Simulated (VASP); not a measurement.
# Pt (P2_1/m) in VASP: single point with LDA

Aim: the single point of Pt with LDA.

Everything below comes from runs of VASP 6.6.1. Logs are shortened: lines on timing, memory, paths and dates and some standing lists are left out, and cuts for length are marked.

### 1 The cell of the first run

The structure is monoclinic, space group P2_1/m (No. 11). The conventional cell has a = 2.686 Å, b = 4.639 Å, c = 2.686 Å, α = 90.00°, β = 120.00°, γ = 90.00°. Within 3.5 Å of Pt (site symmetry m) lie 12 Pt at 2.66 to 2.94 Å.

### 2 Single point, LDA (atoms displaced along a vibrational mode, the cell strained)

INCAR

```
SYSTEM = Pt
PREC = Accurate
ENCUT = 570
EDIFF = 1E-6
ISMEAR = 0
SIGMA = 0.15
LREAL = .FALSE.
LASPH = .TRUE.
NELM = 120
ALGO = Normal
ISIF = 2
LWAVE = .FALSE.
LCHARG = .TRUE.
GGA = CA
LELF = .TRUE.
LVHAR = .TRUE.
NBANDS = 25
GGA_COMPAT = .FALSE.
```

KPOINTS

```
Automatic mesh
0
G
  18 18 10
  0 0 0
```

POSCAR

```
Pt
1.0
    2.6857160603      0.0000000000      0.0000000000
   -1.3428580301      2.3258983356      0.0000000000
    0.0000000000      0.0000000000      4.6385750967
Pt
2
Direct
    0.6138639516      0.3333333333      0.7500000000
    0.3861360484      0.6666666667      0.2500000000
```

Potentials or basis: VASP PAW LDA potentials, release 64 (Pt_sv_GW).

Started as:

```sh
> cat potpaw_LDA.64/Pt_sv_GW/POTCAR > POTCAR
> mpirun -np 1 vasp_std > vasp.out
```

OUTCAR:

```text
SYSTEM = Pt
   PREC = Accurate
   ENCUT = 570
   EDIFF = 1E-6
   ISMEAR = 0
   LREAL = .FALSE.
   LASPH = .TRUE.
   NELM = 120
   ISIF = 2
   GGA = CA

 ion  position               nearest neighbor table
   1  0.614  0.333  0.750-   2 2.66   2 2.66   2 2.80   2 2.80   2 2.94   2 2.94
   2  0.386  0.667  0.250-   1 2.66   1 2.66   1 2.80   1 2.80   1 2.94   1 2.94

  LATTYP: Found a hexagonal cell.
 ALAT       =     2.6857160603
 C/A-ratio  =     1.7271278842

  Lattice vectors:

 A1 = (   2.6857160603,   0.0000000000,   0.0000000000)
 A2 = (  -1.3428580301,   2.3258983356,   0.0000000000)
 A3 = (   0.0000000000,   0.0000000000,   4.6385750967)

Analysis of symmetry for initial positions (statically):
=====================================================================
 Subroutine PRICEL returns:
 Original cell was already a primitive cell.

 Routine SETGRP: Setting up the symmetry group for a
 hexagonal supercell.

 Subroutine GETGRP returns: Found  4 space group operations
 (whereof  2 operations were pure point group operations)
 out of a pool of 24 trial point group operations.

The static configuration has the point symmetry S_2 .
 The point group associated with its full space group is C_2h.

Analysis of symmetry for dynamics (positions and initial velocities):
=====================================================================
 Subroutine PRICEL returns:
 Original cell was already a primitive cell.

 Routine SETGRP: Setting up the symmetry group for a
 hexagonal supercell.

 Subroutine GETGRP returns: Found  4 space group operations
 (whereof  2 operations were pure point group operations)
 out of a pool of 24 trial point group operations.

The dynamic configuration has the point symmetry S_2 .
 The point group associated with its full space group is C_2h.

 Subroutine INISYM returns: Found  4 space group operations
 (whereof  2 operations are pure point group operations),
 and found     1 'primitive' translations

----------------------------------------------------------------------------------------

                                     Primitive cell

  volume of cell :      28.9758

  direct lattice vectors                    reciprocal lattice vectors
     2.685716060  0.000000000  0.000000000     0.372340180  0.214970703  0.000000000
    -1.342858030  2.325898336  0.000000000     0.000000000  0.429941406  0.000000000
     0.000000000  0.000000000  4.638575097     0.000000000  0.000000000  0.215583445

  length of vectors
     2.685716060  2.685716060  4.638575097     0.429941406  0.429941406  0.215583445

  position of ions in fractional coordinates (direct lattice)
     0.613863952  0.333333333  0.750000000
     0.386136048  0.666666667  0.250000000

  ion indices of the primitive-cell ions
   primitive index   ion index
                 1           1
                 2           2

----------------------------------------------------------------------------------------

 KPOINTS: Automatic mesh

Automatic generation of k-mesh.
 Grid dimensions read from file:
 generate k-points for:   18   18   10

 Generating k-lattice:

  Cartesian coordinates                     Fractional coordinates (reciprocal lattice)
     0.020685566  0.011942817  0.000000000     0.055555556  0.000000000  0.000000000
     0.000000000  0.023885634  0.000000000     0.000000000  0.055555556  0.000000000
     0.000000000  0.000000000  0.021558345     0.000000000  0.000000000  0.100000000

  Length of vectors
     0.023885634  0.023885634  0.021558345

  Shift w.r.t. Gamma in fractional coordinates (k-lattice)
     0.000000000  0.000000000  0.000000000

 Subroutine IBZKPT returns following result:
 ===========================================

 Found    984 irreducible k-points:

 Following reciprocal coordinates:
            Coordinates               Weight
  0.000000  0.000000  0.000000      1.000000
  0.055556  0.000000  0.000000      2.000000
  0.000000  0.055556  0.000000      2.000000
 -0.055556  0.055556  0.000000      2.000000
  0.111111  0.000000  0.000000      2.000000
  0.000000  0.111111  0.000000      2.000000
[... 16 lines left out ...]
  0.444444  0.000000  0.000000      2.000000
  0.000000  0.444444  0.000000      2.000000
 [... further k-points ...]
   k-points           NKPTS =    984   k-points in BZ     NKDIM =    984   number of bands    NBANDS=     25
   number of dos      NEDOS =    301   number of ions     NIONS =      2
   total plane-waves  NPLWV =  20736
   dimension x,y,z NGX =    24 NGY =   24 NGZ =   36
   dimension x,y,z NGXF=    48 NGYF=   48 NGZF=   72
   ions per type =               2
   NGX,Y,Z   is equivalent  to a cutoff of  14.86, 14.86, 12.90 a.u.
   NGXF,Y,Z  is equivalent  to a cutoff of  29.71, 29.71, 25.80 a.u.
 SYSTEM =  Pt
   PREC   = accura    normal or accurate (medium, high low for compatibility)
   ISTART =      0    job   : 0-new  1-cont  2-samecut
   ICHARG =      2    charge: 1-file 2-atom 10-const
   ISPIN  =      1    spin polarized calculation?
   LNONCOLLINEAR =      F non collinear calculations
   LSORBIT =      F    spin-orbit coupling
   LASPH  =      T    aspherical Exc in radial PAW
   ENCUT  =  570.0 eV  41.89 Ry    6.47 a.u.   5.23  5.23  9.03*2*pi/ulx,y,z
   NELM   =    120;   NELMIN=  2; NELMDL= -5     # of ELM steps
   EDIFF  = 0.1E-05   stopping-criterion for ELM
   LREAL  =      F    real-space projection
   EDIFFG = 0.1E-04   stopping-criterion for IOM
   NSW    =      0    number of steps for IOM
   IBRION =     -1    ionic relax: 0-MD 1-quasi-New 2-CG
   NFREE  =      0    steps in history (QN), initial steepest desc. (CG)
   ISIF   =      2    stress and relaxation
   ISYM   =      2    0-nonsym 1-usesym 2-fastsym
   POTIM  = 0.5000    time-step for ionic-motion
   TEBEG  =    0.0;   TEEND  =   0.0 temperature during run
   PSTRESS=    0.0 pullay stress
   NELECT =      36.0000    total number of electrons
   NUPDOWN=      -1.0000    fix difference up-down
   EMIN   =  10.00;   EMAX   =-10.00  energy-range for DOS
   EFERMI =   0.00;   METHOD = LEGACY
   ISMEAR =     0;   SIGMA  =   0.15  broadening in eV -4-tet -1-fermi 0-gaus
   EFERMI_NEDOS =   21; number of points for ismear=-14 and -15
   IALGO  =     38    algorithm
   IMIX   =      4    mixing-type and parameters
     AMIX     =   0.40;   BMIX     =  1.00
     AMIX_MAG =   1.60;   BMIX_MAG =  1.00
  volume/ion in A,a.u.               =      14.49        97.77
  Fermi-wavevector in a.u.,A,eV,Ry     =   1.759937  3.325799 42.142403  3.097379
  Thomas-Fermi vector in A             =   2.828802
   LORBIT       =      0    0 simple, 1 ext, 2 COOP (PROOUT), +10 PAW based schemes
   GGA     = CA    functional components
   LHFCALC =     F    Hartree Fock is set to
   AEXX    =    0.0000 exact exchange contribution
   IVDW    =     0    specifies the selected vdW correction
   LEPSILON=     F    determine dielectric tensor
   LRPA    =     F    only Hartree local field effects (RPA)
 non-spin polarized calculation
 Gauss-broadening in eV      SIGMA  =   0.15
  energy-cutoff  :      570.00
  volume of cell :       28.98
 maximum number of plane-waves:       920
 NGX is ok and might be reduce to    24
   NGX = 11   NGY = 11   NGZ = 19

 number of electron      36.0000001 magnetization

 Free energy of the ion-electron system (eV)
  ---------------------------------------------------
  ext. energy  EPLUGINS =         0.00000000
  ---------------------------------------------------
  free energy    TOTEN  =       -14.50889322 eV

  energy without entropy =      -14.47900134  energy(sigma->0) =      -14.49394728

 E-fermi :  11.2055     XC(G=0): -14.6259

 val. band max:       11.2051870627   @ k =   0.3889   0.2222   0.4000
 cond. band min:      11.2055116247   @ k =   0.4444  -0.1667  -0.1000
 fundamental gap:      0.0003245621
 Fermi energy:        11.2054513290

 k-point     1 :       0.0000    0.0000    0.0000
  band No.  band energies     occupation
      1     -87.2054      2.00000
      2     -87.1710      2.00000
      3     -41.8023      2.00000
      4     -41.4829      2.00000
      5     -41.3938      2.00000
      6     -41.3717      2.00000
[... 17 lines left out ...]
     24      28.0478      0.00000
     25      32.2532      0.00000

 k-point     2 :       0.0556    0.0000    0.0000
  band No.  band energies     occupation
      1     -87.2042      2.00000
      2     -87.1700      2.00000
      3     -41.7982      2.00000
      4     -41.4874      2.00000
      5     -41.3978      2.00000
      6     -41.3886      2.00000
[... 17 lines left out ...]
     24      28.1667      0.00000
     25      31.8144      0.00000

 k-point     3 :       0.0000    0.0556    0.0000
  band No.  band energies     occupation
      1     -87.2041      2.00000
      2     -87.1701      2.00000
      3     -41.7971      2.00000
      4     -41.4936      2.00000
      5     -41.4084      2.00000
      6     -41.3794      2.00000
[... 17 lines left out ...]
     24      28.2401      0.00000
     25      31.5760      0.00000

 k-point     4 :      -0.0556    0.0556    0.0000
  band No.  band energies     occupation
      1     -87.2041      2.00000
      2     -87.1702      2.00000
      3     -41.7965      2.00000
      4     -41.4969      2.00000
      5     -41.4090      2.00000
      6     -41.3787      2.00000
[... 17 lines left out ...]
     24      28.2669      0.00000
     25      31.7766      0.00000

 k-point     5 :       0.1111    0.0000    0.0000
  band No.  band energies     occupation
      1     -87.2008      2.00000
      2     -87.1676      2.00000
      3     -41.7863      2.00000
      4     -41.5011      2.00000
      5     -41.4383      2.00000
      6     -41.4149      2.00000
[... 17 lines left out ...]
     24      28.2928      0.00000
     25      30.7341      0.00000

 k-point     6 :       0.0000    0.1111    0.0000
  band No.  band energies     occupation
      1     -87.2006      2.00000
      2     -87.1679      2.00000
      3     -41.7819      2.00000
      4     -41.5274      2.00000
      5     -41.4528      2.00000
      6     -41.4024      2.00000
[... 17 lines left out ...]
     24      28.7252      0.00000
     25      30.1612      0.00000
[... 393 lines left out ...]
 k-point    21 :       0.0000    0.3889    0.0000
  band No.  band energies     occupation
      1     -87.1659      2.00000
      2     -87.1477      2.00000
      3     -41.8948      2.00000
      4     -41.8418      2.00000
      5     -41.6214      2.00000
      6     -41.5360      2.00000
[... 17 lines left out ...]
     24      25.1614      0.00000
     25      25.8312      0.00000

 k-point    22 :      -0.3889    0.3889    0.0000
  band No.  band energies     occupation
      1     -87.1633      2.00000
      2     -87.1502      2.00000
      3     -41.9104      2.00000
      4     -41.8600      2.00000
      5     -41.5820      2.00000
      6     -41.5229      2.00000
[... 17 lines left out ...]
     24      24.8631      0.00000
     25      24.9177      0.00000

 k-point    23 :       0.4444    0.0000    0.0000
  band No.  band energies     occupation
      1     -87.1660      2.00000
      2     -87.1412      2.00000
      3     -41.9028      2.00000
      4     -41.8279      2.00000
      5     -41.6589      2.00000
      6     -41.6096      2.00000
[... 17 lines left out ...]
     24      23.9532      0.00000
     25      25.8758      0.00000

 k-point    24 :       0.0000    0.4444    0.0000
  band No.  band energies     occupation
      1     -87.1615      2.00000
      2     -87.1456      2.00000
      3     -41.9384      2.00000
      4     -41.8843      2.00000
      5     -41.5966      2.00000
      6     -41.5486      2.00000
[... 17 lines left out ...]
     24      24.4240      0.00000
     25      25.3334      0.00000

 [... further k-points ...]
[... 5 lines left out ...]
  --------------------------------------------------------------------------------------
  -------------------------------------------------------------------------------------
  Total        1.6533677      1.3114806      1.7817211     -0.2292869      0.0000000      0.0000000
  in kB       91.4207149     72.5165354     98.5178417    -12.6781054      0.0000000      0.0000000
  external PRESSURE =      87.4850307 kB  Pullay stress =       0.0000000 kB

 VOLUME and BASIS-vectors are now :
 -----------------------------------------------------------------------------
  energy-cutoff  :      570.00
  volume of cell :       28.98
      direct lattice vectors                 reciprocal lattice vectors
     2.685716060  0.000000000  0.000000000     0.372340180  0.214970703  0.000000000
    -1.342858030  2.325898336  0.000000000     0.000000000  0.429941406  0.000000000
     0.000000000  0.000000000  4.638575097     0.000000000  0.000000000  0.215583445

 POSITION                                       TOTAL-FORCE (eV/Angst)
 -----------------------------------------------------------------------------------
      1.20104      0.77530      3.47893         0.092774     -0.271630      0.000000
      0.14181      1.55060      1.15964        -0.092774      0.271630     -0.000000
 -----------------------------------------------------------------------------------
    total drift:                                0.000000     -0.000000     -0.000000

  FREE ENERGIE OF THE ION-ELECTRON SYSTEM (eV)
  ---------------------------------------------------
  free  energy   TOTEN  =       -14.5088932179 eV

  energy  without entropy=      -14.4790013380  energy(sigma->0) =      -14.49394728
```

Run time: 7.3 min. Hardware: 1 thread of Intel Xeon Platinum 8559C (Emerald Rapids), shared host; peak memory 0.7 GiB.

What came out:

```
Free energy            : -14.5089 eV
Pressure               : 8.7 GPa
Largest force          : 0.287 eV/Å
Band gap on the k mesh : zero (bands 18 and 19 overlap by 1.61 eV)
```

Forces on the atoms (eV/Å):
```
Pt   0.093 -0.272  0.000
Pt  -0.093  0.272  0.000
```

Stress tensor (GPa, compression positive):
```
 9.14 -1.27  0.00
-1.27  7.25  0.00
 0.00  0.00  9.85
```

Levels at points of the mesh, in eV from the Fermi level:
| k point | band 16 | band 17 | band 18 | band 19 | band 20 | band 21 |
| --- | --- | --- | --- | --- | --- | --- |
| (0.00, 0.00, 0.00) | -2.64 | -1.37 | -1.03 | -0.96 | 0.21 | 5.44 |
| (0.50, 0.00, 0.00) | 0.00 | 0.42 | 0.48 | 1.81 | 4.58 | 6.96 |
| (0.00, 0.50, 0.00) | -0.46 | 0.36 | 0.54 | 2.44 | 4.05 | 7.71 |
| (0.50, 0.50, 0.00) | -0.15 | 0.25 | 0.66 | 3.04 | 3.48 | 8.68 |
| (0.00, 0.00, 0.50) | -3.80 | -1.14 | -1.14 | -0.80 | -0.80 | 12.59 |
| (0.50, 0.00, 0.50) | -1.66 | 0.47 | 0.47 | 2.48 | 2.48 | 6.49 |
| (0.00, 0.50, 0.50) | -0.81 | 0.46 | 0.46 | 1.73 | 1.73 | 7.13 |
| (0.50, 0.50, 0.50) | -0.12 | 0.45 | 0.45 | 0.94 | 0.94 | 7.60 |

Caveat: the cell differs from its parent crystal (atoms displaced along a vibrational mode, the cell strained); the cell stands under pressure; spin-orbit coupling is left out, which moves the levels of the heavy elements.
